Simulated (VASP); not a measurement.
# OsO (P6/mmm) in VASP: further runs

OsO is run at these levels: PBE; tasks: single point, relaxation of cell and atoms.

Everything below comes from runs of VASP 6.6.1. Logs are shortened: lines on timing, memory, paths and dates and some standing lists are left out, and cuts for length are marked.

**1. The cell of the first run**

Symmetry: P6/mmm, No. 191, hexagonal system. The conventional cell has a = 2.791 Å, b = 2.791 Å, c = 3.685 Å, α = 90.00°, β = 90.00°, γ = 120.00°. Within 2.4 Å of Os (site symmetry 6/mmm) lie 2 O at 1.84 Å. Within 2.4 Å of O (site symmetry 6/mmm) lie 2 Os at 1.84 Å.

**2. Single point, PBE**

The input, INCAR:

```
SYSTEM = OsO
ALGO = Normal
EDIFF = 1E-7
ENCUT = 520
GGA = PE
ISIF = 2
ISMEAR = 0
LASPH = .TRUE.
LCHARG = .FALSE.
LREAL = .FALSE.
LWAVE = .FALSE.
NBANDS = 14
NELM = 60
PREC = Accurate
SIGMA = 0.1
```

The input, KPOINTS:

```
k-points
0
G
  24 24 16
  0 0 0
```

The input, POSCAR:

```
OsO
1.0
    2.7905443898      0.0000000000      0.0000000000
   -1.3952721949      2.4166823319      0.0000000000
    0.0000000000      0.0000000000      3.6847914085
Os O
1 1
Direct
    0.0000000000      0.0000000000      0.5000000000
    0.0000000000      0.0000000000      0.0000000000
```

Potentials or basis: VASP PAW PBE potentials, release 64 (Os, O).

On the command line:

```sh
cat potpaw_PBE.64/Os/POTCAR potpaw_PBE.64/O/POTCAR > POTCAR
mpirun -np 1 vasp_std > vasp.out
```

OUTCAR:

```text
SYSTEM = OsO
   EDIFF = 1E-7
   ENCUT = 520
   GGA = PE
   ISIF = 2
   ISMEAR = 0
   LASPH = .TRUE.
   LREAL = .FALSE.
   NELM = 60
   PREC = Accurate

 ion  position               nearest neighbor table
   1  0.000  0.000  0.500-   2 1.84   2 1.84
   2  0.000  0.000  0.000-   1 1.84   1 1.84

  LATTYP: Found a hexagonal cell.
 ALAT       =     2.7905443898
 C/A-ratio  =     1.3204561167

  Lattice vectors:

 A1 = (   2.7905443898,   0.0000000000,   0.0000000000)
 A2 = (  -1.3952721949,   2.4166823319,   0.0000000000)
 A3 = (   0.0000000000,   0.0000000000,   3.6847914085)

Analysis of symmetry for initial positions (statically):
=====================================================================
 Subroutine PRICEL returns:
 Original cell was already a primitive cell.

 Routine SETGRP: Setting up the symmetry group for a
 hexagonal supercell.

 Subroutine GETGRP returns: Found 24 space group operations
 (whereof 24 operations were pure point group operations)
 out of a pool of 24 trial point group operations.

The static configuration has the point symmetry D_6h.

Analysis of symmetry for dynamics (positions and initial velocities):
=====================================================================
 Subroutine PRICEL returns:
 Original cell was already a primitive cell.

 Routine SETGRP: Setting up the symmetry group for a
 hexagonal supercell.

 Subroutine GETGRP returns: Found 24 space group operations
 (whereof 24 operations were pure point group operations)
 out of a pool of 24 trial point group operations.

The dynamic configuration has the point symmetry D_6h.

 Subroutine INISYM returns: Found 24 space group operations
 (whereof 24 operations are pure point group operations),
 and found     1 'primitive' translations

----------------------------------------------------------------------------------------

                                     Primitive cell

  volume of cell :      24.8497

  direct lattice vectors                    reciprocal lattice vectors
     2.790544390  0.000000000  0.000000000     0.358353017  0.206895211  0.000000000
    -1.395272195  2.416682332  0.000000000     0.000000000  0.413790421  0.000000000
     0.000000000  0.000000000  3.684791409     0.000000000  0.000000000  0.271385783

  length of vectors
     2.790544390  2.790544390  3.684791409     0.413790421  0.413790421  0.271385783

  position of ions in fractional coordinates (direct lattice)
     0.000000000  0.000000000  0.500000000
     0.000000000  0.000000000  0.000000000

  ion indices of the primitive-cell ions
   primitive index   ion index
                 1           1
                 2           2

----------------------------------------------------------------------------------------

 KPOINTS: k-points

Automatic generation of k-mesh.
 Grid dimensions read from file:
 generate k-points for:   24   24   16

 Generating k-lattice:

  Cartesian coordinates                     Fractional coordinates (reciprocal lattice)
     0.014931376  0.008620634  0.000000000     0.041666667  0.000000000  0.000000000
     0.000000000  0.017241268  0.000000000     0.000000000  0.041666667  0.000000000
     0.000000000  0.000000000  0.016961611     0.000000000  0.000000000  0.062500000

  Length of vectors
     0.017241268  0.017241268  0.016961611

  Shift w.r.t. Gamma in fractional coordinates (k-lattice)
     0.000000000  0.000000000  0.000000000

 Subroutine IBZKPT returns following result:
 ===========================================

 Found    549 irreducible k-points:

 Following reciprocal coordinates:
            Coordinates               Weight
  0.000000  0.000000  0.000000      1.000000
  0.041667  0.000000  0.000000      6.000000
  0.083333  0.000000  0.000000      6.000000
  0.125000  0.000000  0.000000      6.000000
  0.166667  0.000000  0.000000      6.000000
  0.208333  0.000000  0.000000      6.000000
[... 16 lines left out ...]
  0.416667  0.041667  0.000000     12.000000
  0.458333  0.041667  0.000000     12.000000
 [... further k-points ...]
   k-points           NKPTS =    549   k-points in BZ     NKDIM =    549   number of bands    NBANDS=     14
   number of dos      NEDOS =    301   number of ions     NIONS =      2
   total plane-waves  NPLWV =  16128
   dimension x,y,z NGX =    24 NGY =   24 NGZ =   28
   dimension x,y,z NGXF=    48 NGYF=   48 NGZF=   56
   ions per type =               1   1
   NGX,Y,Z   is equivalent  to a cutoff of  14.30, 14.30, 12.63 a.u.
   NGXF,Y,Z  is equivalent  to a cutoff of  28.60, 28.60, 25.27 a.u.
 SYSTEM =  OsO
   PREC   = accura    normal or accurate (medium, high low for compatibility)
   ISTART =      0    job   : 0-new  1-cont  2-samecut
   ICHARG =      2    charge: 1-file 2-atom 10-const
   ISPIN  =      1    spin polarized calculation?
   LNONCOLLINEAR =      F non collinear calculations
   LSORBIT =      F    spin-orbit coupling
   LASPH  =      T    aspherical Exc in radial PAW
   ENCUT  =  520.0 eV  38.22 Ry    6.18 a.u.   5.19  5.19  6.85*2*pi/ulx,y,z
   NELM   =     60;   NELMIN=  2; NELMDL= -5     # of ELM steps
   EDIFF  = 0.1E-06   stopping-criterion for ELM
   LREAL  =      F    real-space projection
   EDIFFG = 0.1E-05   stopping-criterion for IOM
   NSW    =      0    number of steps for IOM
   IBRION =     -1    ionic relax: 0-MD 1-quasi-New 2-CG
   NFREE  =      0    steps in history (QN), initial steepest desc. (CG)
   ISIF   =      2    stress and relaxation
   ISYM   =      2    0-nonsym 1-usesym 2-fastsym
   POTIM  = 0.5000    time-step for ionic-motion
   TEBEG  =    0.0;   TEEND  =   0.0 temperature during run
   PSTRESS=    0.0 pullay stress
   NELECT =      14.0000    total number of electrons
   NUPDOWN=      -1.0000    fix difference up-down
   EMIN   =  10.00;   EMAX   =-10.00  energy-range for DOS
   EFERMI =   0.00;   METHOD = LEGACY
   ISMEAR =     0;   SIGMA  =   0.10  broadening in eV -4-tet -1-fermi 0-gaus
   EFERMI_NEDOS =   21; number of points for ismear=-14 and -15
   IALGO  =     38    algorithm
   IMIX   =      4    mixing-type and parameters
     AMIX     =   0.40;   BMIX     =  1.00
     AMIX_MAG =   1.60;   BMIX_MAG =  1.00
  volume/ion in A,a.u.               =      12.42        83.85
  Fermi-wavevector in a.u.,A,eV,Ry     =   1.352105  2.555108 24.874002  1.828188
  Thomas-Fermi vector in A             =   2.479471
   LORBIT       =      0    0 simple, 1 ext, 2 COOP (PROOUT), +10 PAW based schemes
   GGA     = PE    functional components
   LHFCALC =     F    Hartree Fock is set to
   AEXX    =    0.0000 exact exchange contribution
   IVDW    =     0    specifies the selected vdW correction
   LEPSILON=     F    determine dielectric tensor
   LRPA    =     F    only Hartree local field effects (RPA)
 non-spin polarized calculation
 Gauss-broadening in eV      SIGMA  =   0.10
  energy-cutoff  :      520.00
  volume of cell :       24.85
 maximum number of plane-waves:       685
 NGX is ok and might be reduce to    24
   NGX = 11   NGY = 11   NGZ = 13

 number of electron      14.0000001 magnetization

 Free energy of the ion-electron system (eV)
  ---------------------------------------------------
  ext. energy  EPLUGINS =         0.00000000
  ---------------------------------------------------
  free energy    TOTEN  =       -17.08124334 eV

  energy without entropy =      -17.07448015  energy(sigma->0) =      -17.07786175

 E-fermi :   6.0630     XC(G=0): -12.2956

 val. band max:        6.0627959591   @ k =   0.0833   0.0000   0.1250
 cond. band min:       6.0648685499   @ k =   0.1667   0.1250   0.1250
 fundamental gap:      0.0020725909
 Fermi energy:         6.0630119327

 k-point     1 :       0.0000    0.0000    0.0000
  band No.  band energies     occupation
      1     -15.2258      2.00000
      2      -1.2932      2.00000
      3       0.5624      2.00000
      4       3.1119      2.00000
      5       3.1119      2.00000
      6       3.7571      2.00000
      7       3.7571      2.00000
      8       5.7969      1.99983
      9       5.7969      1.99983
     10      10.3460      0.00000
     11      14.7006      0.00000
     12      18.0929      0.00000
     13      21.1811      0.00000
     14      28.3638      0.00000

 k-point     2 :       0.0417    0.0000    0.0000
  band No.  band energies     occupation
      1     -15.2133      2.00000
      2      -1.2353      2.00000
      3       0.5685      2.00000
      4       3.0656      2.00000
      5       3.0941      2.00000
      6       3.7207      2.00000
      7       3.8193      2.00000
      8       5.7145      2.00000
      9       5.7832      1.99992
     10      10.3555      0.00000
     11      14.8286      0.00000
     12      18.1620      0.00000
     13      21.2762      0.00000
     14      28.1647      0.00000

 k-point     3 :       0.0833    0.0000    0.0000
  band No.  band energies     occupation
      1     -15.1764      2.00000
      2      -1.0686      2.00000
      3       0.5868      2.00000
      4       2.9290      2.00000
      5       3.0490      2.00000
      6       3.6278      2.00000
      7       3.9972      2.00000
      8       5.4834      2.00000
      9       5.7432      1.99999
     10      10.3826      0.00000
     11      15.1941      0.00000
     12      18.3637      0.00000
     13      21.5284      0.00000
     14      27.7071      0.00000

 k-point     4 :       0.1250    0.0000    0.0000
  band No.  band energies     occupation
      1     -15.1173      2.00000
      2      -0.8160      2.00000
      3       0.6171      2.00000
      4       2.7085      2.00000
      5       2.9883      2.00000
      6       3.5260      2.00000
      7       4.2767      2.00000
      8       5.1421      2.00000
      9       5.6801      2.00000
     10      10.4232      0.00000
     11      15.7510      0.00000
     12      18.6815      0.00000
     13      21.8283      0.00000
     14      27.2687      0.00000

 k-point     5 :       0.1667    0.0000    0.0000
  band No.  band energies     occupation
      1     -15.0390      2.00000
      2      -0.5215      2.00000
      3       0.6596      2.00000
      4       2.4178      2.00000
      5       2.9185      2.00000
      6       3.4879      2.00000
      7       4.6471      2.00000
      8       4.7351      2.00000
      9       5.5992      2.00000
     10      10.4720      0.00000
     11      16.4425      0.00000
[... 276 lines left out ...]
 k-point    22 :       0.3750    0.0417    0.0000
  band No.  band energies     occupation
      1     -14.5153      2.00000
      2      -0.1679      2.00000
      3       0.7439      2.00000
      4       1.1045      2.00000
      5       2.5369      2.00000
      6       2.6113      2.00000
      7       5.0748      2.00000
      8       6.4950      0.00000
      9       7.7564      0.00000
     10      10.5878      0.00000
     11      17.3235      0.00000
     12      20.1141      0.00000
     13      21.2244      0.00000
     14      23.2179      0.00000

 k-point    23 :       0.4167    0.0417    0.0000
  band No.  band energies     occupation
      1     -14.4598      2.00000
      2      -0.2432      2.00000
      3       0.5894      2.00000
      4       1.2007      2.00000
      5       2.3814      2.00000
      6       2.5012      2.00000
      7       5.0265      2.00000
      8       7.2937      0.00000
      9       8.2441      0.00000
     10      10.4963      0.00000
     11      16.3000      0.00000
     12      20.3461      0.00000
     13      21.1917      0.00000
     14      22.8885      0.00000

 k-point    24 :       0.4583    0.0417    0.0000
  band No.  band energies     occupation
      1     -14.4308      2.00000
      2      -0.2859      2.00000
      3       0.5110      2.00000
      4       1.2656      2.00000
      5       2.2489      2.00000
      6       2.4828      2.00000
      7       5.0017      2.00000
      8       7.7627      0.00000
      9       8.6024      0.00000
     10      10.3804      0.00000
     11      15.6849      0.00000
     12      20.4475      0.00000
     13      21.1287      0.00000
     14      22.7076      0.00000

 [... further k-points ...]

------------------------ aborting loop because EDIFF is reached ----------------------------------------

  FORCE on cell =-STRESS in cart. coord.  units (eV):
  Direction    XX          YY          ZZ          XY          YZ          ZX
  --------------------------------------------------------------------------------------
  -------------------------------------------------------------------------------------
  Total       -0.0110659     -0.0110659      0.9844462     -0.0000000      0.0000000     -0.0000000
  in kB       -0.7134728     -0.7134728     63.4718482     -0.0000000      0.0000000     -0.0000000
  external PRESSURE =      20.6816342 kB  Pullay stress =       0.0000000 kB

 VOLUME and BASIS-vectors are now :
 -----------------------------------------------------------------------------
  energy-cutoff  :      520.00
  volume of cell :       24.85
      direct lattice vectors                 reciprocal lattice vectors
     2.790544390  0.000000000  0.000000000     0.358353017  0.206895211  0.000000000
    -1.395272195  2.416682332  0.000000000     0.000000000  0.413790421  0.000000000
     0.000000000  0.000000000  3.684791409     0.000000000  0.000000000  0.271385783

 POSITION                                       TOTAL-FORCE (eV/Angst)
 -----------------------------------------------------------------------------------
      0.00000      0.00000      1.84240        -0.000000      0.000000      0.000000
      0.00000      0.00000      0.00000         0.000000      0.000000      0.000000
 -----------------------------------------------------------------------------------
    total drift:                                0.000000      0.000000      0.000000

  FREE ENERGIE OF THE ION-ELECTRON SYSTEM (eV)
  ---------------------------------------------------
  free  energy   TOTEN  =       -17.0812433419 eV

  energy  without entropy=      -17.0744801502  energy(sigma->0) =      -17.07786175
```

It took 79 s on 1 thread of Intel Xeon Platinum 8559C (Emerald Rapids), shared host; peak memory 0.31 GiB.

Results:

- Free energy: -17.0812 eV
- Pressure: 2.1 GPa
- Band gap on the k mesh: zero (band 7 reaches 8.12 eV, above the bottom of band 8 at 4.10 eV)

Stress tensor (GPa, compression positive):
```
-0.07  0.00  0.00
 0.00 -0.07  0.00
 0.00  0.00  6.35
```

Caveat: spin-orbit coupling is left out, which moves the levels of the heavy elements.

**3. Relaxation of cell and atoms, PBE**

The input, INCAR:

```
ALGO = Normal ; EDIFF = 1E-6
EDIFFG = -0.01 ; ENCUT = 600
GGA = PE ; IBRION = 2
ISIF = 3 ; ISMEAR = 0
LASPH = True ; LCHARG = False
LREAL = False ; LWAVE = False
NELM = 60 ; NSW = 100
PREC = Accurate ; SIGMA = 0.1
```

The input, KPOINTS:

```
k-points
0
Gamma
  24 24 16
```

POSCAR is that of step 2.

Potentials or basis: VASP PAW PBE potentials, release 64 (Os, O).

On the command line:

```sh
cat potpaw_PBE.64/Os/POTCAR potpaw_PBE.64/O/POTCAR > POTCAR
mpirun -np 1 vasp_std > vasp.out
```

Run time: 3.1 min. Hardware: 1 thread of Intel Xeon Platinum 8559C (Emerald Rapids), shared host; peak memory 0.34 GiB.

The run converged. Its results:

| Property | Result |
| --- | --- |
| Free energy | -17.0867 eV |
| Relaxed volume | 12.45 Å³/atom |
| Relaxed cell | a = 2.788 Å, b = 2.788 Å, c = 3.700 Å, α = 90.00°, β = 90.00°, γ = 120.00° |
| Space group after relaxing (to 0.05 Å) | P6/mmm (No. 191) |
| Energy gained by relaxing | 1.0 meV/atom |
| Ionic steps | 7 |
| Pressure after relaxing | 0.0 GPa |
| Band gap on the k mesh | zero (band 7 reaches 8.09 eV, above the bottom of band 8 at 4.06 eV) |

Stress tensor (GPa, compression positive):
```
-0.01  0.00  0.00
 0.00 -0.01  0.00
 0.00  0.00  0.10
```

The path:
| step | energy change (eV) | largest force (eV/Å) | pressure (GPa) | volume (Å³) |
| --- | --- | --- | --- | --- |
| 1 | 0.0000 | 0.0000 | 2.00 | 24.85 |
| 2 | 0.0384 | 0.0000 | -9.82 | 25.41 |
| 3 | -0.0019 | 0.0000 | -0.33 | 24.95 |
| 4 | -0.0019 | 0.0000 | -0.29 | 24.95 |
| 5 | -0.0019 | 0.0000 | -0.25 | 24.94 |
| 6 | -0.0020 | 0.0000 | 0.16 | 24.89 |
| 7 | -0.0020 | 0.0000 | 0.03 | 24.90 |

Final structure:
```
CELL_PARAMETERS angstrom
2.78791 0.00000 0.00000
-1.39395 2.41440 0.00000
0.00000 0.00000 3.69970
ATOMIC_POSITIONS crystal
Os 0.00000 0.00000 0.50000
O 0.00000 0.00000 0.00000
```

Levels at points of the mesh, in eV from the Fermi level:
```tsv
k point	band 3	band 4	band 5	band 6	band 7	band 8	band 9	band 10	band 11
(0.00, 0.00, 0.00)	-5.48	-2.87	-2.87	-2.30	-2.30	-0.24	-0.24	4.16	8.62
(0.50, 0.00, 0.00)	-5.60	-4.76	-3.84	-3.49	-0.99	2.06	2.58	3.98	9.51
(0.00, 0.00, 0.50)	-7.17	-4.50	-4.50	-2.25	-2.25	2.52	2.52	4.96	10.81
(0.50, 0.00, 0.50)	-8.24	-5.48	-5.25	0.70	2.08	2.11	2.29	5.43	9.70
```

Caveat: spin-orbit coupling is left out, which moves the levels of the heavy elements.
